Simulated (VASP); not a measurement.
Wanted: the native input for a VASP 6.6.1 run.

| Property | Result |
| --- | --- |
| Task | relaxation of the atoms |
| Functional | PBE |
| Potentials or basis | VASP PAW PBE potentials, release 64 (Hg, Te) |
| Cutoff | 520 eV |
| k mesh | 13 × 13 × 13 |
| Occupations | fermi-dirac, width 0.05 eV |
| Spin | no spin polarisation |
| Dipole correction | no |
| Further INCAR settings | ALGO = Normal; EDIFF = 1e-06; IBRION = 2; EDIFFG = -0.02; NSW = 80 |

The structure of HgTe lies in POSCAR:

```
HgTe
1.0
    0.0000000000      3.2235000000      3.2235000000
    3.2235000000      0.0000000000      3.2235000000
    3.2235000000      3.2235000000      0.0000000000
Hg Te
1 1
Direct
    0.0000000000      0.0000000000      0.0000000000
    0.2500000000      0.2500000000      0.2500000000
```

The input as run:

INCAR

```
ALGO     = Normal         # electronic algorithm
EDIFF    = 1E-6           # SCF threshold, eV
EDIFFG   = -0.02          # ionic threshold
ENCUT    = 520            # plane-wave cutoff, eV
GGA      = PE             # functional
IBRION   = 2              # ionic algorithm
ISIF     = 2              # what is computed and relaxed
ISMEAR   = -1             # smearing method
LASPH    = True           # aspherical terms in the spheres
LCHARG   = False          # write CHGCAR
LREAL    = False          # projectors in reciprocal space
LWAVE    = False          # write WAVECAR
NELM     = 60             # most SCF steps
NSW      = 80             # ionic steps
PREC     = Accurate       # precision mode
SIGMA    = 0.05           # smearing width, eV
```

KPOINTS

```
k-points
0
Gamma
  13 13 13
```

Potentials or basis: VASP PAW PBE potentials, release 64 (Hg, Te).

Launch:

```sh
$ cat potpaw_PBE.64/Hg/POTCAR potpaw_PBE.64/Te/POTCAR > POTCAR
$ mpirun -np 1 vasp_std > vasp.out
```

Results of the run:

The pressure after relaxing is 4.1 GPa and the band gap on the k mesh is zero (filled and empty bands touch).

Caveat: the relaxation stopped at its first step, so nothing moved; semilocal functionals underestimate gaps, so a narrow gap can read as zero; spin-orbit coupling is left out, which moves the levels of the heavy elements.

Wall time 120 s on 1 thread of Intel Xeon 8259CL (shared host), peak memory 0.26 GiB.
